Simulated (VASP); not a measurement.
Here is a VASP 6.6.1 calculation.

File INCAR:

```
SYSTEM = SnO
  PREC = Accurate
  ENCUT = 520
  EDIFF = 1E-7
  ISMEAR = 0
  SIGMA = 0.05
  LREAL = .FALSE.
  LASPH = .TRUE.
  NELM = 60
  ALGO = Normal
  ISIF = 2
  LWAVE = .FALSE.
  LCHARG = .FALSE.
  LDIPOL = .TRUE.
  IDIPOL = 3
  DIPOL = 0.5 0.5 0.399
  GGA = PE
  IVDW = 12
  NBANDS = 50
```

File KPOINTS:

```
regular mesh
0
G
  7 7 1
  0 0 0
```

POSCAR

```
SnO
1.0
    3.8201528477      0.0002954339      0.0000000000
   -0.0003145169      3.8201528461      0.0000000000
    0.0000000000      0.0000000000     22.2260749922
Sn O
4 4
Direct
    0.9999452930      0.9999452930      0.2024648977
    0.4999452930      0.4999452930      0.3087831522
    0.6249452930      0.9999452930      0.4887519501
    0.1249452930      0.4999452930      0.5950702046
    0.9999461076      0.4999461076      0.2556240249
    0.4999461076      0.9999461076      0.2556240249
    0.6249461076      0.4999461076      0.5419110773
    0.1249461076      0.9999461076      0.5419110773
```

Potentials or basis: VASP PAW PBE potentials, release 64 (Sn_d, O).

Run with:

```sh
$ cat potpaw_PBE.64/Sn_d/POTCAR potpaw_PBE.64/O/POTCAR > POTCAR
$ mpirun -np 1 vasp_std > vasp.out
```

**Question.** What does it give for the largest force?

**Answer.** 0.136 eV/Å.

**Question.** Predict the dispersion energy per atom.

**Answer.** -0.157 eV.

Forces in eV/Å, atoms in the order of the input:
```
Sn  -0.003  0.000 -0.078
Sn  -0.011  0.000  0.135
Sn   0.011  0.000 -0.135
Sn   0.003  0.000  0.078
O   -0.017  0.000  0.011
O    0.006  0.000  0.010
O   -0.006  0.000 -0.010
O    0.017  0.000 -0.011
```

Caveat: the cell differs from its parent crystal (layers slid over each other).
